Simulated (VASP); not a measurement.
# La (P6_3/mmc) in VASP: notebook

La is run at these levels: PBE; tasks: single point.

Program: VASP 6.6.1. These are calculated values, not measurements. Logs are shortened: lines on timing, memory, paths and dates and some standing lists are left out, and cuts for length are marked.

**1. The cell of the first run**

The structure is hexagonal, space group P6_3/mmc (No. 194). The conventional cell has a = 3.770 Å, b = 3.770 Å, c = 12.159 Å, α = 90.00°, β = 90.00°, γ = 120.00°. La (site symmetry -3m) has 12 La at 3.74 to 3.77 Å within 4.9 Å. Within 4.9 Å of La (site symmetry -6m2) lie 12 La at 3.74 to 3.77 Å.

**2. Single point, PBE**

Contents of INCAR:

```
PREC = Accurate
ENCUT = 520
EDIFF = 1E-6
ISMEAR = 0
SIGMA = 0.1
LREAL = False
LASPH = True
NELM = 60
ALGO = Normal
ISIF = 2
LWAVE = False
LCHARG = False
GGA = PE
NBANDS = 30
```

Contents of KPOINTS:

```
Automatic mesh
0
Gamma
  6 6 2
```

Contents of POSCAR:

```
La
1.0
    3.7700000000      0.0000000000      0.0000000000
   -1.8850000000      3.2649157723      0.0000000000
    0.0000000000      0.0000000000     12.1590000000
La
4
Direct
    0.0000000000      0.0000000000      0.0000000000
    0.0000000000      0.0000000000      0.5000000000
    0.3333333333      0.6666666667      0.7500000000
    0.6666666667      0.3333333333      0.2500000000
```

Potentials or basis: VASP PAW PBE potentials, release 64 (La).

Run with:

```
$ cat potpaw_PBE.64/La/POTCAR > POTCAR
$ mpirun -np 1 vasp_std > vasp.out
```

OUTCAR:

```text
PREC = Accurate
   ENCUT = 520
   EDIFF = 1E-6
   ISMEAR = 0
   LREAL = False
   LASPH = True
   NELM = 60
   ISIF = 2
   GGA = PE

 ion  position               nearest neighbor table
   1  0.000  0.000  0.000-
   2  0.000  0.000  0.500-
   3  0.333  0.667  0.750-
   4  0.667  0.333  0.250-

  LATTYP: Found a hexagonal cell.
 ALAT       =     3.7700000000
 C/A-ratio  =     3.2251989390

  Lattice vectors:

 A1 = (   3.7700000000,   0.0000000000,   0.0000000000)
 A2 = (  -1.8850000000,   3.2649157723,   0.0000000000)
 A3 = (   0.0000000000,   0.0000000000,  12.1590000000)

Analysis of symmetry for initial positions (statically):
=====================================================================
 Subroutine PRICEL returns:
 Original cell was already a primitive cell.

 Routine SETGRP: Setting up the symmetry group for a
 hexagonal supercell.

 Subroutine GETGRP returns: Found 24 space group operations
 (whereof 12 operations were pure point group operations)
 out of a pool of 24 trial point group operations.

The static configuration has the point symmetry D_3d.
 The point group associated with its full space group is D_6h.

Analysis of symmetry for dynamics (positions and initial velocities):
=====================================================================
 Subroutine PRICEL returns:
 Original cell was already a primitive cell.

 Routine SETGRP: Setting up the symmetry group for a
 hexagonal supercell.

 Subroutine GETGRP returns: Found 24 space group operations
 (whereof 12 operations were pure point group operations)
 out of a pool of 24 trial point group operations.

The dynamic configuration has the point symmetry D_3d.
 The point group associated with its full space group is D_6h.

 Subroutine INISYM returns: Found 24 space group operations
 (whereof 12 operations are pure point group operations),
 and found     1 'primitive' translations

----------------------------------------------------------------------------------------

                                     Primitive cell

  volume of cell :     149.6619

  direct lattice vectors                    reciprocal lattice vectors
     3.770000000  0.000000000  0.000000000     0.265251989  0.153143307  0.000000000
    -1.885000000  3.264915772  0.000000000     0.000000000  0.306286615  0.000000000
     0.000000000  0.000000000 12.159000000     0.000000000  0.000000000  0.082243606

  length of vectors
     3.770000000  3.770000000 12.159000000     0.306286615  0.306286615  0.082243606

  position of ions in fractional coordinates (direct lattice)
     0.000000000  0.000000000  0.000000000
     0.000000000  0.000000000  0.500000000
     0.333333333  0.666666667  0.750000000
     0.666666667  0.333333333  0.250000000

  ion indices of the primitive-cell ions
   primitive index   ion index
                 1           1
                 2           2
                 3           3
                 4           4

----------------------------------------------------------------------------------------

 KPOINTS: Automatic mesh

Automatic generation of k-mesh.
 Grid dimensions read from file:
 generate k-points for:    6    6    2

 Generating k-lattice:

  Cartesian coordinates                     Fractional coordinates (reciprocal lattice)
     0.044208665  0.025523885  0.000000000     0.166666667  0.000000000  0.000000000
     0.000000000  0.051047769  0.000000000     0.000000000  0.166666667  0.000000000
     0.000000000  0.000000000  0.041121803     0.000000000  0.000000000  0.500000000

  Length of vectors
     0.051047769  0.051047769  0.041121803

  Shift w.r.t. Gamma in fractional coordinates (k-lattice)
     0.000000000  0.000000000  0.000000000

 Subroutine IBZKPT returns following result:
 ===========================================

 Found     14 irreducible k-points:

 Following reciprocal coordinates:
            Coordinates               Weight
  0.000000  0.000000  0.000000      1.000000
  0.166667  0.000000  0.000000      6.000000
  0.333333  0.000000  0.000000      6.000000
  0.500000  0.000000  0.000000      3.000000
  0.166667  0.166667  0.000000      6.000000
  0.333333  0.166667  0.000000     12.000000
  0.333333  0.333333  0.000000      2.000000
  0.000000  0.000000  0.500000      1.000000
  0.166667  0.000000  0.500000      6.000000
  0.333333  0.000000  0.500000      6.000000
  0.500000  0.000000  0.500000      3.000000
  0.166667  0.166667  0.500000      6.000000
  0.333333  0.166667  0.500000     12.000000
  0.333333  0.333333  0.500000      2.000000
   k-points           NKPTS =     14   k-points in BZ     NKDIM =     14   number of bands    NBANDS=     30
   number of dos      NEDOS =    301   number of ions     NIONS =      4
   total plane-waves  NPLWV =  70560
   dimension x,y,z NGX =    28 NGY =   28 NGZ =   90
   dimension x,y,z NGXF=    56 NGYF=   56 NGZF=  180
   ions per type =               4
   NGX,Y,Z   is equivalent  to a cutoff of  12.35, 12.35, 12.31 a.u.
   NGXF,Y,Z  is equivalent  to a cutoff of  24.69, 24.69, 24.61 a.u.
 SYSTEM =  unknown system
   PREC   = accura    normal or accurate (medium, high low for compatibility)
   ISTART =      0    job   : 0-new  1-cont  2-samecut
   ICHARG =      2    charge: 1-file 2-atom 10-const
   ISPIN  =      1    spin polarized calculation?
   LNONCOLLINEAR =      F non collinear calculations
   LSORBIT =      F    spin-orbit coupling
   LASPH  =      T    aspherical Exc in radial PAW
   ENCUT  =  520.0 eV  38.22 Ry    6.18 a.u.   7.01  7.01 22.61*2*pi/ulx,y,z
   NELM   =     60;   NELMIN=  2; NELMDL= -5     # of ELM steps
   EDIFF  = 0.1E-05   stopping-criterion for ELM
   LREAL  =      F    real-space projection
[... 7 lines left out ...]
   TEBEG  =    0.0;   TEEND  =   0.0 temperature during run
   PSTRESS=    0.0 pullay stress
   NELECT =      44.0000    total number of electrons
   NUPDOWN=      -1.0000    fix difference up-down
   EMIN   =  10.00;   EMAX   =-10.00  energy-range for DOS
   EFERMI =   0.00;   METHOD = LEGACY
   ISMEAR =     0;   SIGMA  =   0.10  broadening in eV -4-tet -1-fermi 0-gaus
   EFERMI_NEDOS =   21; number of points for ismear=-14 and -15
   IALGO  =     38    algorithm
   IMIX   =      4    mixing-type and parameters
     AMIX     =   0.40;   BMIX     =  1.00
     AMIX_MAG =   1.60;   BMIX_MAG =  1.00
  volume/ion in A,a.u.               =      37.42       252.49
  Fermi-wavevector in a.u.,A,eV,Ry     =   1.088567  2.057094 16.122618  1.184979
  Thomas-Fermi vector in A             =   2.224752
   LORBIT       =      0    0 simple, 1 ext, 2 COOP (PROOUT), +10 PAW based schemes
   GGA     = PE    functional components
   LHFCALC =     F    Hartree Fock is set to
   AEXX    =    0.0000 exact exchange contribution
   IVDW    =     0    specifies the selected vdW correction
   LEPSILON=     F    determine dielectric tensor
   LRPA    =     F    only Hartree local field effects (RPA)
 non-spin polarized calculation
 Gauss-broadening in eV      SIGMA  =   0.10
  energy-cutoff  :      520.00
  volume of cell :      149.66
 maximum number of plane-waves:      4062
 NGX is ok and might be reduce to    28
   NGX = 13   NGY = 13   NGZ = 45

 number of electron      44.0000000 magnetization

 Free energy of the ion-electron system (eV)
  ---------------------------------------------------
  ext. energy  EPLUGINS =         0.00000000
  ---------------------------------------------------
  free energy    TOTEN  =       -19.58538793 eV

  energy without entropy =      -19.55577001  energy(sigma->0) =      -19.57057897

 E-fermi :   7.8268     XC(G=0):  -9.5311

 val. band max:        7.8097809706   @ k =   0.3333   0.3333   0.0000
 cond. band min:       7.8653892197   @ k =   0.1667   0.1667   0.0000
 fundamental gap:      0.0556082490
 Fermi energy:         7.8268188760

 k-point     1 :       0.0000    0.0000    0.0000
  band No.  band energies     occupation
      1     -25.0884      2.00000
      2     -24.9997      2.00000
      3     -24.9800      2.00000
      4     -24.8881      2.00000
      5      -9.4715      2.00000
      6      -8.8296      2.00000
[... 22 lines left out ...]
     29       9.1858      0.00000
     30       9.2902      0.00000

 k-point     2 :       0.1667    0.0000    0.0000
  band No.  band energies     occupation
      1     -25.0475      2.00000
      2     -24.9698      2.00000
      3     -24.9500      2.00000
      4     -24.8699      2.00000
      5      -9.3618      2.00000
      6      -8.8809      2.00000
[... 22 lines left out ...]
     29       9.3312      0.00000
     30       9.4242      0.00000

 k-point     3 :       0.3333    0.0000    0.0000
  band No.  band energies     occupation
      1     -24.9576      2.00000
      2     -24.9092      2.00000
      3     -24.8893      2.00000
      4     -24.8400      2.00000
      5      -9.2167      2.00000
      6      -9.2121      2.00000
[... 22 lines left out ...]
     29       9.2247      0.00000
     30       9.3806      0.00000

 k-point     4 :       0.5000    0.0000    0.0000
  band No.  band energies     occupation
      1     -24.9024      2.00000
      2     -24.8785      2.00000
      3     -24.8584      2.00000
      4     -24.8342      2.00000
      5      -9.4262      2.00000
      6      -9.3874      2.00000
[... 22 lines left out ...]
     29       9.5309      0.00000
     30       9.5778      0.00000

 k-point     5 :       0.1667    0.1667    0.0000
  band No.  band energies     occupation
      1     -24.9817      2.00000
      2     -24.9245      2.00000
      3     -24.9046      2.00000
      4     -24.8461      2.00000
      5      -9.1713      2.00000
      6      -9.0640      2.00000
[... 22 lines left out ...]
     29       9.1247      0.00000
     30       9.1758      0.00000
[... 196 lines left out ...]
     29       9.4444      0.00000
     30       9.5472      0.00000

 k-point    12 :       0.1667    0.1667    0.5000
  band No.  band energies     occupation
      1     -24.9627      2.00000
      2     -24.9627      2.00000
      3     -24.8658      2.00000
      4     -24.8658      2.00000
      5      -9.1595      2.00000
      6      -9.1595      2.00000
[... 22 lines left out ...]
     29       9.3202      0.00000
     30       9.3312      0.00000

 k-point    13 :       0.3333    0.1667    0.5000
  band No.  band energies     occupation
      1     -24.8940      2.00000
      2     -24.8940      2.00000
      3     -24.8429      2.00000
      4     -24.8429      2.00000
      5      -9.2400      2.00000
      6      -9.2400      2.00000
[... 22 lines left out ...]
     29       9.2699      0.00000
     30       9.2699      0.00000

 k-point    14 :       0.3333    0.3333    0.5000
  band No.  band energies     occupation
      1     -24.8630      2.00000
      2     -24.8630      2.00000
      3     -24.8431      2.00000
      4     -24.8431      2.00000
      5      -9.1443      2.00000
      6      -9.1443      2.00000
[... 22 lines left out ...]
     29       9.3480      0.00000
     30       9.3947      0.00000

------------------------ aborting loop because EDIFF is reached ----------------------------------------

  FORCE on cell =-STRESS in cart. coord.  units (eV):
  Direction    XX          YY          ZZ          XY          YZ          ZX
  --------------------------------------------------------------------------------------
  -------------------------------------------------------------------------------------
  Total        0.0615695      0.0615695     -0.0537452      0.0000000     -0.0000000      0.0000000
  in kB        0.6591211      0.6591211     -0.5753592      0.0000000     -0.0000000      0.0000000
  external PRESSURE =       0.2476277 kB  Pullay stress =       0.0000000 kB

 VOLUME and BASIS-vectors are now :
 -----------------------------------------------------------------------------
  energy-cutoff  :      520.00
  volume of cell :      149.66
      direct lattice vectors                 reciprocal lattice vectors
     3.770000000  0.000000000  0.000000000     0.265251989  0.153143307  0.000000000
    -1.885000000  3.264915772  0.000000000     0.000000000  0.306286615  0.000000000
     0.000000000  0.000000000 12.159000000     0.000000000  0.000000000  0.082243606

 POSITION                                       TOTAL-FORCE (eV/Angst)
 -----------------------------------------------------------------------------------
      0.00000      0.00000      0.00000        -0.000000     -0.000000      0.000000
      0.00000      0.00000      6.07950        -0.000000     -0.000000      0.000000
     -0.00000      2.17661      9.11925        -0.000000     -0.000000     -0.000000
      1.88500      1.08831      3.03975         0.000000      0.000000      0.000000
 -----------------------------------------------------------------------------------
    total drift:                               -0.000000      0.000000      0.000000

  FREE ENERGIE OF THE ION-ELECTRON SYSTEM (eV)
  ---------------------------------------------------
  free  energy   TOTEN  =       -19.5853879307 eV

  energy  without entropy=      -19.5557700071  energy(sigma->0) =      -19.57057897
```

It took 65 s on 1 thread of Intel Xeon 6975P-C (Granite Rapids), shared host; peak memory 0.26 GiB.

What came out:

- Free energy: -19.5854 eV
- Pressure: 0.0 GPa
- Band gap on the k mesh: zero (bands 22 and 23 overlap by 1.00 eV)

Caveat: spin-orbit coupling is left out, which moves the levels of the heavy elements.

**3. Single point, PBE**

This run uses another cell than the first one, of 37.14 Å³/atom.

Contents of INCAR:

```
SYSTEM = La
PREC = Accurate
ENCUT = 520
EDIFF = 1E-6
ISMEAR = 0
SIGMA = 0.1
LREAL = .FALSE.
LASPH = .TRUE.
NELM = 80
ALGO = Fast
ISIF = 2
LWAVE = .FALSE.
LCHARG = .TRUE.
GGA = PE
LELF = .TRUE.
LVHAR = .TRUE.
NBANDS = 30
```

Contents of KPOINTS:

```
Automatic mesh
0
G
  15 15 4
  0 0 0
```

Contents of POSCAR:

```
La
1.0
    3.7688155346      0.0000000000      0.0000000000
   -1.8844077673      3.2638899951      0.0000000000
    0.0000000000      0.0000000000     12.0766571225
La
4
Direct
    0.0000000000      0.0000000000      0.0000000000
    0.0000000000      0.0000000000      0.5000000000
    0.3333333333      0.6666666667      0.7500000000
    0.6666666667      0.3333333333      0.2500000000
```

Potentials or basis: VASP PAW PBE potentials, release 64 (La).

Run with:

```
$ cat potpaw_PBE.64/La/POTCAR > POTCAR
$ mpirun -np 1 vasp_std > vasp.out
```

It took 23 min on 1 thread of Intel Xeon 6975P-C (Granite Rapids), shared host; peak memory 0.47 GiB.

Results (log left out):

- Free energy: -19.5578 eV
- Pressure: 0.1 GPa
- Band gap on the k mesh: zero (bands 22 and 23 overlap by 1.10 eV)

Levels at points of the mesh, in eV from the Fermi level:
```
           k point  band 18  band 19  band 20  band 21  band 22  band 23  band 24  band 25  band 26  band 27
(0.00, 0.00, 0.00)    -1.87    -1.87    -1.76     0.50     0.63     1.24     1.26     1.29     1.30     1.38
(0.00, 0.00, 0.50)    -2.74    -1.68    -1.68     0.80     0.80     1.23     1.23     1.29     1.30     1.34
```

Caveat: spin-orbit coupling is left out, which moves the levels of the heavy elements.

**4. Single point, PBE**

Contents of INCAR:

```
SYSTEM = La
ALGO = Fast ; EDIFF = 1E-6
ENCUT = 520 ; GGA = PE
ISIF = 2 ; ISMEAR = -1
LASPH = .TRUE. ; LCHARG = .FALSE.
LREAL = .FALSE. ; LWAVE = .FALSE.
NBANDS = 30 ; NELM = 80
PREC = Accurate ; SIGMA = 0.15
```

Contents of KPOINTS:

```
k-points
0
G
  15 15 4
  0 0 0
```

Contents of POSCAR:

```
La
1.0
    3.7743142199      0.0000000000      0.0000000000
   -1.8871571100      3.2686519963      0.0000000000
    0.0000000000      0.0000000000     12.1489639274
La
4
Direct
    0.0000000000      0.0000000000      0.0000000000
    0.0000000000      0.0000000000      0.5000000000
    0.3333333333      0.6666666667      0.7500000000
    0.6666666667      0.3333333333      0.2500000000
```

Run with:

```
$ cat potpaw_PBE.64/La/POTCAR > POTCAR
$ mpirun -np 1 vasp_std > vasp.out
```

Wall time 25 min (1 thread of Intel Xeon 6975P-C (Granite Rapids), shared host); peak memory 0.48 GiB.

Results (log left out):

| Item | Value |
| --- | --- |
| Free energy | -19.7883 eV |
| Pressure | 0.1 GPa |
| Band gap on the k mesh | zero (bands 22 and 23 overlap by 1.09 eV) |

Levels at points of the mesh, in eV from the Fermi level:
```tsv
k point	band 20	band 21	band 22	band 23	band 24	band 25
(0.00, 0.00, 0.00)	-1.73	0.51	0.63	1.26	1.29	1.33
(0.00, 0.00, 0.50)	-1.66	0.81	0.81	1.24	1.24	1.32
```

Caveat: spin-orbit coupling is left out, which moves the levels of the heavy elements.

**5. Summary**

| cell | k mesh | smearing | gap on the mesh (eV) | pressure (GPa) |
| --- | --- | --- | --- | --- |
| a = 3.770, b = 3.770, c = 12.159 Å, angles 90.0, 90.0, 120.0°, 4 atoms | 6 × 6 × 2 | gaussian 0.1 eV | none | 0.0 |
| a = 3.769, b = 3.769, c = 12.077 Å, angles 90.0, 90.0, 120.0°, 4 atoms | 15 × 15 × 4 | gaussian 0.1 eV | none | 0.1 |
| a = 3.774, b = 3.774, c = 12.149 Å, angles 90.0, 90.0, 120.0°, 4 atoms | 15 × 15 × 4 | fermi-dirac 0.15 eV | none | 0.1 |

Alike in all rows: task single point; level PBE; potentials or basis VASP PAW PBE potentials, release 64 (La); no spin polarisation; cutoff (eV) 520.

Caveats: spin-orbit coupling is left out, which moves the levels of the heavy elements.

Absolute energies hang on the potentials; compare differences alone.
